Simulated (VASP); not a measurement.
**Li4TmGe: single point with PBE**

Crystal: Li4TmGe.

```
Li Tm Ge
1.0
     7.28346    0.00000    0.90424
     0.00000    3.64829    0.00000
     0.89892    0.00000    4.57407
Li Tm Ge
4 1 1
Direct
  0.36214 0.00000 0.31844
  0.31182 0.50000 0.84472
  0.68818 0.50000 0.15528
  0.63786 0.00000 0.68156
  0.00000 0.50000 0.50000
  0.00000 0.00000 0.00000
```

The cell was built from a structure type or drawn by symmetry, and may not be a known phase.

```json
{
  "Program": "VASP 6.6.1",
  "Task": "single point",
  "Functional": "PBE",
  "Potentials or basis": "VASP PAW PBE potentials, release 64 (Li_sv, Tm_3, Ge_d), 4f in core",
  "Cutoff": "750 eV",
  "k mesh": "3 × 5 × 3",
  "Occupations": "gaussian, width 0.2 eV",
  "Spin": "no spin polarisation",
  "Dipole correction": "no",
  "Mended": "yes",
  "Further INCAR settings": "ALGO = Normal; EDIFF = 1e-06; NBANDS = 26"
}
```

| Quantity | Value |
| --- | --- |
| Pressure | 0.0 GPa |
| Largest force | 0.005 eV/Å |
| Band gap on the k mesh | zero (an odd number of electrons rules out a gap without spin polarisation) |

Forces on the atoms (eV/Å):
```
Li   0.005  0.000  0.000
Li   0.001  0.000  0.000
Li  -0.001  0.000  0.000
Li  -0.005  0.000  0.000
Tm   0.000  0.000  0.000
Ge   0.000  0.000  0.000
```

Stress tensor (GPa, compression positive):
```
 0.22  0.00  0.03
 0.00 -0.01  0.00
 0.03  0.00 -0.07
```

Levels at points of the mesh, in eV from the Fermi level:
| k point | band 15 | band 16 | band 17 | band 18 | band 19 | band 20 |
| --- | --- | --- | --- | --- | --- | --- |
| (0.00, 0.00, 0.00) | -2.56 | -0.61 | -0.51 | 0.09 | 1.29 | 1.94 |

It took 53 s on 1 thread of Intel(R) Xeon(R) 6975P-C (Granite Rapids) (shared host), peak memory 0.36 GiB.

Caveat: the k points lie up to 0.47 Å⁻¹ apart, too coarse for converged energies and pressures of a metal; spin-orbit coupling is left out, which moves the levels of the heavy elements; the 4f electrons are frozen in the core, so they carry no moment and show no levels. Spin polarisation is off, so any magnetic state and its effect on volume and gap are missing.
